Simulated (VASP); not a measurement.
Input of a VASP 6.6.1 run:

INCAR

```
  ALGO = Normal
  EDIFF = 1E-7
  EDIFFG = -0.002
  ENCUT = 600
  IBRION = 2
  ISIF = 3
  ISMEAR = 0
  LASPH = True
  LCHARG = False
  LREAL = False
  LWAVE = False
  NELM = 60
  NSW = 100
  PREC = Accurate
  SIGMA = 0.02
```

Contents of KPOINTS:

```
k-points
0
Gamma
  12 12 12
```

The input POSCAR:

```
GaAs
1.0
    0.0000000000      2.8016867468      2.8016867468
    2.8016867468      0.0000000000      2.8016867468
    2.8016867468      2.8016867468      0.0000000000
Ga As
1 1
Direct
    0.0000000000      0.0000000000      0.0000000000
    0.7500000000      0.7500000000      0.7500000000
```

Potentials or basis: VASP PAW LDA potentials, release 64 (Ga_d, As).

Command:

```sh
$ cat potpaw_LDA.64/Ga_d/POTCAR potpaw_LDA.64/As/POTCAR > POTCAR
$ mpirun -np 1 vasp_std > vasp.out
```

(1) What does it give for the relaxed cell?

(2) Estimate the band gap on the k mesh.

(3) Predict the relaxed volume.

Answers

(1) a = 3.968 Å, b = 3.968 Å, c = 3.968 Å, α = 60.00°, β = 60.00°, γ = 60.00°.

(2) 0.50 eV.

(3) 22.08 Å³/atom.
